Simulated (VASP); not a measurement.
**In3As: single point with PBE+D3(BJ)**

Crystal: In3As.

```
In As
1.0
     4.60214    0.00000    0.00000
     0.00000    4.60214    0.00000
     0.00000    0.00000    4.60214
In As
3 1
Cartesian
  0.0000 2.3011 2.3011
  2.3011 0.0000 2.3011
  2.3011 2.3011 0.0000
  0.0000 0.0000 0.3750
```

This cell differs from its parent crystal: atom 4 (As) moved +0.375 Å along Cartesian [0 0 1].

```
Program             : VASP 6.6.1
Task                : single point
Functional          : PBE
Dispersion          : D3(BJ)
Potentials or basis : VASP PAW PBE potentials, release 64 (In_d, As)
Cutoff              : 520 eV
k mesh              : 10 × 10 × 10
Occupations         : gaussian, width 0.15 eV
Spin                : no spin polarisation
```

- Pressure: 0.7 GPa
- Largest force: 0.369 eV/Å
- Band gap on the k mesh: zero (bands 22 and 23 overlap by 4.13 eV)
- Dispersion energy per atom: -0.365 eV

Forces on the atoms (eV/Å):
```
In   0.000  0.000  0.223
In   0.000  0.000  0.223
In   0.000  0.000 -0.369
As   0.000  0.000 -0.077
```

Stress tensor (GPa, compression positive):
```
0.65 0.00 0.00
0.00 0.65 0.00
0.00 0.00 0.82
```

Levels at points of the mesh, in eV from the Fermi level:
```csv
k point,band 20,band 21,band 22,band 23,band 24,band 25
"(0.00, 0.00, 0.00)",-3.07,-1.89,-1.73,2.17,2.17,2.17
"(0.50, 0.00, 0.00)",-1.70,-1.21,-0.64,-0.14,0.66,1.35
"(0.00, 0.00, 0.50)",-1.98,-1.16,-0.09,0.10,0.10,1.44
"(0.50, 0.50, 0.00)",-1.40,0.37,0.46,0.46,1.85,2.08
"(0.00, 0.50, 0.50)",-1.14,-0.56,0.43,0.57,1.84,1.93
"(0.50, 0.50, 0.50)",-4.11,-3.67,-3.67,-3.59,4.93,4.93
```

Run time: 11 min on 1 thread of Intel Xeon 8259CL (shared host), peak memory 0.44 GiB.

Caveat: the cell differs from its parent crystal (atom 4 (As) moved +0.375 Å along Cartesian [0 0 1]); spin-orbit coupling is left out, which moves the levels of the heavy elements.
